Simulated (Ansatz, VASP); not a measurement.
AlO3: VASP beside Ansatz

POSCAR

```
AlO3
1.0
   -1.6178156709      1.6178156709      3.6138220180
    1.6178156709     -1.6178156709      3.6138220180
    1.6178156709      1.6178156709     -3.6138220180
Al O
1 3
Direct
    0.0000000000      0.0000000000      0.0000000000
    0.5000000000      0.5000000000      0.0000000000
    0.2500000000      0.7500000000      0.5000000000
    0.7500000000      0.2500000000      0.5000000000
```

INCAR.step1

```
PREC = Accurate
ENCUT = 660
ISMEAR = 0
SIGMA = 0.1
LREAL = False
LASPH = True
NELM = 200
ISPIN = 2
MAGMOM = 0 1 1 1
NBANDS = 22
GGA = PE
ALGO = Normal
EDIFF = 1E-5
LWAVE = True
LCHARG = False
GGA_COMPAT = False
```

The input INCAR.step2:

```
PREC = Accurate
ENCUT = 660
EDIFF = 1E-6
ISMEAR = 0
SIGMA = 0.1
LREAL = False
LASPH = True
NELM = 200
ALGO = Normal
ISIF = 2
LWAVE = False
LCHARG = False
ISPIN = 2
MAGMOM = 0 1 1 1
LORBIT = 11
METAGGA = R2SCAN
LMIXTAU = True
NBANDS = 22
ISTART = 1
GGA_COMPAT = False
```

File KPOINTS:

```
Automatic mesh
0
Gamma
  8 8 8
```

Input for Ansatz:

```yaml
crystal:
  lattice:
    - [-1.6178156709, 1.6178156709, 3.613822018]
    - [1.6178156709, -1.6178156709, 3.613822018]
    - [1.6178156709, 1.6178156709, -3.613822018]
  atoms:
    - { symbol: Al, position: [0.0, 0.0, 0.0] }
    - { symbol: O, position: [0.5, 0.5, 0.0], spin: 1.0 }
    - { symbol: O, position: [0.25, 0.75, 0.5], spin: 1.0 }
    - { symbol: O, position: [0.75, 0.25, 0.5], spin: 1.0 }
basis:
  ecutwfc: 500
kpoints:
  mp_grid: { grid: [8, 8, 8] }
hamiltonian:
  xc: r2scan
scf:
  occupations: { method: gaussian, width: 0.1 }
  lower_state_search: "off"
output:
  forces: true
  stress: true
  eigenvalues: true
  populations: true
magnetization:
  spin_polarized: true
```

Alike in both runs: task single point; functional r2SCAN; k mesh 8 × 8 × 8; occupations gaussian, width 0.1 eV; collinear spin.

|  | VASP | Ansatz |
| --- | --- | --- |
| version | VASP 6.6.1 | Ansatz 0.2.0 |
| potentials or method | VASP PAW PBE potentials, release 64 (Al, O), cutoff 660 eV | scalar-relativistic, plane waves, PAW |
| valence electrons in the cell | 21 | 21 |

VASP gave:

* gap on the k mesh at the Fermi level (eV): none
* pressure (GPa): -20.4
* traceless stress, the component that is largest in VASP (GPa): 1.89
* net moment per atom (μB): 0.75
* size of the moment on the site where the two differ most (μB): 1.03

What did Ansatz give for the same quantities?

gap on the k mesh at the Fermi level (eV): none; pressure (GPa): -19.7; traceless stress, the component that is largest in VASP (GPa): 1.87; net moment per atom (μB): 0.75; size of the moment on the site where the two differ most (μB): 1.14.

VASP's potentials were made for PBE, not for r2SCAN. Site moments also hang on the region over which each program counts them. A gap of «none» marks a metal or a gap that the smearing closes. Ansatz's warnings: stability check not made.
